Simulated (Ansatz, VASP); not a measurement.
**Two plane-wave programs on LiIn4**

The input INCAR:

```
PREC = Accurate
ENCUT = 600
EDIFF = 1E-6
ISMEAR = 0
SIGMA = 0.1
LREAL = F
LASPH = T
NELM = 100
ALGO = Normal
ISIF = 3
LWAVE = F
LCHARG = F
GGA = PE
IBRION = 2
NSW = 90
EDIFFG = -0.04
```

File KPOINTS:

```
regular mesh
0
Gamma
  6 6 2
```

POSCAR

```
LiIn4
1.0
    3.3148812900      0.0000000000      0.0000000000
   -1.6574406500      2.8707714100      0.0000000000
    0.0000000000      0.0000000000     10.6589390900
Li In
1 4
Direct
    0.0000000000      0.0000000000      0.0000000000
    0.3333333300      0.6666666700      0.8658552800
    0.3333333300      0.6666666700      0.3767953500
    0.6666666700      0.3333333300      0.1341447200
    0.6666666700      0.3333333300      0.6232046500
```

Input for Ansatz:

```yaml
crystal:
  lattice:
    - [3.31488129, 0.0, 0.0]
    - [-1.65744065, 2.87077141, 0.0]
    - [0.0, 0.0, 10.65893909]
  atoms:
    - { symbol: Li, position: [0.0, 0.0, 0.0] }
    - { symbol: In, position: [0.33333333, 0.66666667, 0.86585528] }
    - { symbol: In, position: [0.33333333, 0.66666667, 0.37679535] }
    - { symbol: In, position: [0.66666667, 0.33333333, 0.13414472] }
    - { symbol: In, position: [0.66666667, 0.33333333, 0.62320465] }
basis:
  ecutwfc: 420
kpoints:
  mp_grid: { grid: [6, 6, 2] }
hamiltonian:
  xc: pbe
scf:
  occupations: { method: gaussian, width: 0.1 }
  lower_state_search: "off"
output:
  forces: true
  stress: true
  eigenvalues: true
relax:
  adjacent_minimum: "off"
  f_tol: 0.04
  max_steps: 70
  cell: { stress_tol: 0.4 }
```

Change from the starting cell: species swapped into the Co4H type (P-3m1, No. 164).

Alike in both runs: task relaxation of cell and atoms; functional PBE; k mesh 6 × 6 × 2; occupations gaussian, width 0.1 eV; no spin polarisation.

```csv
,VASP,Ansatz
version,VASP 6.6.1,Ansatz 0.2.0
potentials or method,"VASP PAW PBE potentials, release 64 (Li_sv, In_d), cutoff 600 eV","scalar-relativistic, plane waves, PAW"
valence electrons in the cell,55,55
```

|  | VASP | Ansatz | Ansatz less VASP |
| --- | --- | --- | --- |
| gap on the k mesh at the Fermi level, each at its own relaxed structure (eV) | none | none | - |
| relaxed volume (Å³/atom) | 25.38 | 25.30 | -0.078 |
| relaxed length of the cell vector where the two differ most in proportion (Å) | 12.746 | 12.729 | -0.0169 |

A gap of «none» marks a metal or a gap that the smearing closes.

The k mesh is coarse, so the values compare programs but aren't converged. Noted on VASP's run: the cutoff is under 1.25 times that of the potentials, so the pressure is a little rough; the volume moved by over 15 % at a fixed basis, so the end points are rough.
